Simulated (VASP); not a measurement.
# InP3 (R-3m) in VASP: a series of runs, part 2 of 2

VASP 6.6.1. Earlier steps stand in the parts before.

## Step 4: Single point, r2SCAN (strain +0.000 along x and y, -0.040 along z)

File POSCAR:

```
InP3
1.0
    3.7414989631      2.1601554335      3.2344818702
   -3.7414989631      2.1601554335      3.2344818702
    0.0000000000     -4.3203108670      3.2344818702
In P
2 6
Direct
    0.2702520051      0.2702520051      0.2702520051
    0.7297479949      0.7297479949      0.7297479949
    0.7982893833      0.2446976833      0.7982893833
    0.7982893833      0.7982893833      0.2446976833
    0.2446976833      0.7982893833      0.7982893833
    0.2017106167      0.7553023167      0.2017106167
    0.7553023167      0.2017106167      0.2017106167
    0.2017106167      0.2017106167      0.7553023167
```

File INCAR.step1:

```
SYSTEM = InP3
ALGO = Normal ; EDIFF = 1E-5
ENCUT = 550 ; GGA = PE
GGA_COMPAT = .False. ; ISMEAR = 0
LASPH = .True. ; LCHARG = .False.
LREAL = .False. ; LWAVE = .True.
NBANDS = 38 ; NELM = 120
PREC = Accurate ; SIGMA = 0.15
```

File INCAR.step2:

```
SYSTEM = InP3
ALGO = Normal ; EDIFF = 1E-6
ENCUT = 550 ; GGA_COMPAT = .False.
ISIF = 2 ; ISMEAR = 0
ISTART = 1 ; LASPH = .True.
LCHARG = .False. ; LMIXTAU = .True.
LREAL = .False. ; LWAVE = .False.
METAGGA = R2SCAN ; NBANDS = 38
NELM = 120 ; PREC = Accurate
SIGMA = 0.15
```

File KPOINTS:

```
k-points
0
Gamma
  6 6 6
  0 0 0
```

Launch:

```console
> cat potpaw_PBE.64/In_d/POTCAR potpaw_PBE.64/P/POTCAR > POTCAR
> cp INCAR.step1 INCAR
> mpirun -np 1 vasp_std > vasp.out
> cp INCAR.step2 INCAR
> mpirun -np 1 vasp_std > vasp.out
```

Wall time 5.4 min (1 thread of Intel Xeon 6975P-C (Granite Rapids), shared host); peak memory 0.37 GiB.

Results (log left out):

```
Free energy            : -100.0853 eV
Pressure               : 2.4 GPa
Largest force          : 0.264 eV/Å
Band gap on the k mesh : zero (bands 28 and 29 overlap by 0.27 eV)
```

Forces on the atoms (eV/Å):
```
In   0.000  0.000  0.065
In   0.000  0.000 -0.065
P   -0.026  0.015 -0.262
P    0.000 -0.030 -0.262
P    0.026  0.015 -0.262
P    0.026 -0.015  0.262
P   -0.026 -0.015  0.262
P    0.000  0.030  0.262
```

Stress tensor (GPa, compression positive):
```
1.56 0.00 0.00
0.00 1.56 0.00
0.00 0.00 4.19
```

Levels at points of the mesh, in eV from the Fermi level:
```csv
k point,band 24,band 25,band 26,band 27,band 28,band 29,band 30,band 31,band 32,band 33
"(0.00, 0.00, 0.00)",-2.41,-2.41,-1.93,-0.96,-0.96,0.12,0.22,2.39,2.51,2.51
"(0.50, 0.00, 0.00)",-2.85,-2.43,-1.77,-1.11,-0.99,0.64,2.77,3.09,3.45,3.63
"(0.50, 0.50, 0.00)",-2.84,-1.33,-0.73,-0.59,-0.11,1.50,1.80,2.80,2.86,3.94
"(0.50, 0.50, 0.50)",-0.94,-0.12,-0.12,0.18,0.18,1.78,2.07,2.07,2.41,2.56
```

Caveat: the cell differs from its parent crystal (strain +0.000 along x and y, -0.040 along z); semilocal functionals underestimate gaps, so a narrow gap can read as zero; the PAW data sets were made with another functional, which shifts forces and pressure a little; spin-orbit coupling is left out, which moves the levels of the heavy elements.

## Step 5: Single point, r2SCAN (strain +0.080 along x and y, -0.040 along z)

POSCAR: that of step 4 with these lines changed.

```diff
@@ -2,5 +2,5 @@
 1.0
-    3.7414989631      2.1601554335      3.2344818702
-   -3.7414989631      2.1601554335      3.2344818702
-    0.0000000000     -4.3203108670      3.2344818702
+    4.0408188801      2.3329678682      3.2344818702
+   -4.0408188801      2.3329678682      3.2344818702
+    0.0000000000     -4.6659357364      3.2344818702
 In P
```

File INCAR.step1:

```
SYSTEM = InP3
PREC = Accurate ; ENCUT = 550
ISMEAR = 0 ; SIGMA = 0.15
LREAL = .False. ; LASPH = .True.
NELM = 120 ; NBANDS = 38
GGA = PE ; ALGO = Normal
EDIFF = 1E-5 ; LWAVE = .True.
LCHARG = .False. ; GGA_COMPAT = .False.
```

File INCAR.step2:

```
SYSTEM = InP3
PREC = Accurate ; ENCUT = 550
EDIFF = 1E-6 ; ISMEAR = 0
SIGMA = 0.15 ; LREAL = .False.
LASPH = .True. ; NELM = 120
ALGO = Normal ; ISIF = 2
LWAVE = .False. ; LCHARG = .False.
METAGGA = R2SCAN ; LMIXTAU = .True.
NBANDS = 38 ; ISTART = 1
GGA_COMPAT = .False.
```

File KPOINTS:

```
Automatic mesh
0
Gamma
  6 6 6
  0 0 0
```

Launch:

```console
> cat potpaw_PBE.64/In_d/POTCAR potpaw_PBE.64/P/POTCAR > POTCAR
> cp INCAR.step1 INCAR
> mpirun -np 1 vasp_std > vasp.out
> cp INCAR.step2 INCAR
> mpirun -np 1 vasp_std > vasp.out
```

Run time: 6.3 min. Hardware: 1 thread of Intel Xeon 6975P-C (Granite Rapids), shared host; peak memory 0.48 GiB.

It converged, with:

```yaml
Free_energy: -99.0615 eV
Pressure: -8.7 GPa
Largest_force: 0.937 eV/Å
Band_gap_on_the_k_mesh: zero (bands 28 and 29 overlap by 0.80 eV)
```

Forces in eV/Å, atoms in the order of the input:
```
In   0.000  0.000 -0.142
In   0.000  0.000  0.142
P    0.762 -0.440  0.322
P    0.000  0.880  0.322
P   -0.762 -0.440  0.322
P   -0.762  0.440 -0.322
P    0.762  0.440 -0.322
P    0.000 -0.880 -0.322
```

Stress tensor (GPa, compression positive):
```
-11.99   0.00   0.00
  0.00 -11.99   0.00
  0.00   0.00  -2.12
```

Levels at points of the mesh, in eV from the Fermi level:
| k point | band 24 | band 25 | band 26 | band 27 | band 28 | band 29 | band 30 | band 31 | band 32 | band 33 |
| --- | --- | --- | --- | --- | --- | --- | --- | --- | --- | --- |
| (0.00, 0.00, 0.00) | -2.02 | -1.93 | -1.93 | -1.12 | -1.12 | -0.80 | 0.42 | 2.78 | 2.78 | 2.87 |
| (0.50, 0.00, 0.00) | -2.54 | -1.79 | -1.77 | -1.00 | -0.59 | 0.61 | 2.47 | 2.52 | 2.88 | 3.40 |
| (0.50, 0.50, 0.00) | -2.49 | -1.02 | -0.66 | -0.44 | -0.12 | 1.07 | 1.40 | 2.56 | 2.81 | 3.53 |
| (0.50, 0.50, 0.50) | -0.68 | -0.21 | -0.21 | 0.00 | 0.00 | 0.59 | 1.65 | 1.65 | 2.29 | 2.64 |

Caveat: the cell differs from its parent crystal (strain +0.080 along x and y, -0.040 along z); the cell stands under tension; the PAW data sets were made with another functional, which shifts forces and pressure a little; spin-orbit coupling is left out, which moves the levels of the heavy elements.

## Step 6: Single point, r2SCAN (strain +0.080 along x and y, +0.000 along z)

POSCAR: that of step 5 with these lines changed.

```diff
@@ -2,5 +2,5 @@
 1.0
-    4.0408188801      2.3329678682      3.2344818702
-   -4.0408188801      2.3329678682      3.2344818702
-    0.0000000000     -4.6659357364      3.2344818702
+    4.0408188801      2.3329678682      3.3692519481
+   -4.0408188801      2.3329678682      3.3692519481
+    0.0000000000     -4.6659357364      3.3692519481
 In P
```

File INCAR.step1:

```
SYSTEM = InP3
PREC     = Accurate       ! precision mode
ENCUT    = 550            ! plane-wave cutoff, eV
ISMEAR   = 0              ! smearing method
SIGMA    = 0.15           ! smearing width, eV
LREAL    = .False.        ! projectors in reciprocal space
LASPH    = .True.         ! aspherical terms in the spheres
NELM     = 120            ! most SCF steps
NBANDS   = 38             ! bands
GGA      = PE             ! functional
ALGO     = Normal         ! electronic algorithm
EDIFF    = 1E-5           ! SCF threshold, eV
LWAVE    = .True.         ! write WAVECAR
LCHARG   = .False.        ! write CHGCAR
GGA_COMPAT= .False.
```

File INCAR.step2:

```
SYSTEM = InP3
PREC     = Accurate       ! precision mode
ENCUT    = 550            ! plane-wave cutoff, eV
EDIFF    = 1E-6           ! SCF threshold, eV
ISMEAR   = 0              ! smearing method
SIGMA    = 0.15           ! smearing width, eV
LREAL    = .False.        ! projectors in reciprocal space
LASPH    = .True.         ! aspherical terms in the spheres
NELM     = 120            ! most SCF steps
ALGO     = Normal         ! electronic algorithm
ISIF     = 2              ! what is computed and relaxed
LWAVE    = .False.        ! write WAVECAR
LCHARG   = .False.        ! write CHGCAR
METAGGA  = R2SCAN         ! meta-GGA
LMIXTAU  = .True.       
NBANDS   = 38             ! bands
ISTART   = 1            
GGA_COMPAT= .False.
```

File KPOINTS:

```
regular mesh
0
Gamma
  6 6 6
  0 0 0
```

Potentials or basis: VASP PAW PBE potentials, release 64 (In_d, P).

Launch:

```console
> cat potpaw_PBE.64/In_d/POTCAR potpaw_PBE.64/P/POTCAR > POTCAR
> cp INCAR.step1 INCAR
> mpirun -np 1 vasp_std > vasp.out
> cp INCAR.step2 INCAR
> mpirun -np 1 vasp_std > vasp.out
```

Wall time 6.1 min (1 thread of Intel Xeon 6975P-C (Granite Rapids), shared host); peak memory 0.48 GiB.

Results (log left out):

- Free energy: -98.8986 eV
- Pressure: -9.9 GPa
- Largest force: 1.093 eV/Å
- Band gap on the k mesh: zero (bands 28 and 29 overlap by 0.98 eV)

Forces in eV/Å, atoms in the order of the input:
```
In   0.000  0.000 -0.113
In   0.000  0.000  0.113
P    0.790 -0.456  0.601
P    0.000  0.912  0.601
P   -0.790 -0.456  0.601
P   -0.790  0.456 -0.601
P    0.790  0.456 -0.601
P    0.000 -0.912 -0.601
```

Stress tensor (GPa, compression positive):
```
-12.55   0.00   0.00
  0.00 -12.55   0.00
  0.00   0.00  -4.73
```

Levels at points of the mesh, in eV from the Fermi level:
| k point | band 24 | band 25 | band 26 | band 27 | band 28 | band 29 | band 30 | band 31 | band 32 | band 33 |
| --- | --- | --- | --- | --- | --- | --- | --- | --- | --- | --- |
| (0.00, 0.00, 0.00) | -1.93 | -1.82 | -1.82 | -0.96 | -0.92 | -0.92 | 0.21 | 2.88 | 2.88 | 2.98 |
| (0.50, 0.00, 0.00) | -2.31 | -1.88 | -1.51 | -0.99 | -0.61 | 0.70 | 2.40 | 2.64 | 2.96 | 3.39 |
| (0.50, 0.50, 0.00) | -2.34 | -0.99 | -0.67 | -0.39 | -0.07 | 1.23 | 1.49 | 2.67 | 2.71 | 3.43 |
| (0.50, 0.50, 0.50) | -0.78 | -0.13 | -0.13 | 0.06 | 0.06 | 0.84 | 1.66 | 1.66 | 2.27 | 2.71 |

Caveat: the cell differs from its parent crystal (strain +0.080 along x and y, +0.000 along z); the cell stands under tension; the PAW data sets were made with another functional, which shifts forces and pressure a little; spin-orbit coupling is left out, which moves the levels of the heavy elements.

## Step 7: Overview

| cell | gap on the mesh (eV) | pressure (GPa) | largest force (eV/Å) |
| --- | --- | --- | --- |
| a = 5.317 Å, angles 89.4°, 8 atoms | none | 6.0 | 0.62 |
| a = 5.344 Å, angles 84.5°, 8 atoms | none | 8.7 | 0.69 |
| a = 5.397 Å, angles 87.8°, 8 atoms | none | 2.4 | 0.26 |
| a = 5.677 Å, angles 90.8°, 8 atoms | none | -8.7 | 0.94 |
| a = 5.755 Å, angles 89.2°, 8 atoms | none | -9.9 | 1.09 |

Alike in all rows: task single point; level r2SCAN; potentials or basis VASP PAW PBE potentials, release 64 (In_d, P); no spin polarisation; k mesh 6 × 6 × 6; cutoff (eV) 550; smearing gaussian 0.15 eV.

Caveats: the PAW data sets were made with another functional, which shifts forces and pressure a little; spin-orbit coupling is left out, which moves the levels of the heavy elements; semilocal functionals underestimate gaps, so a narrow gap can read as zero (at least some runs); the cell stands under pressure (at least some runs); the cell stands under tension (at least some runs).

Total energies depend on the potentials used, so only differences within one code and one set of settings carry meaning.
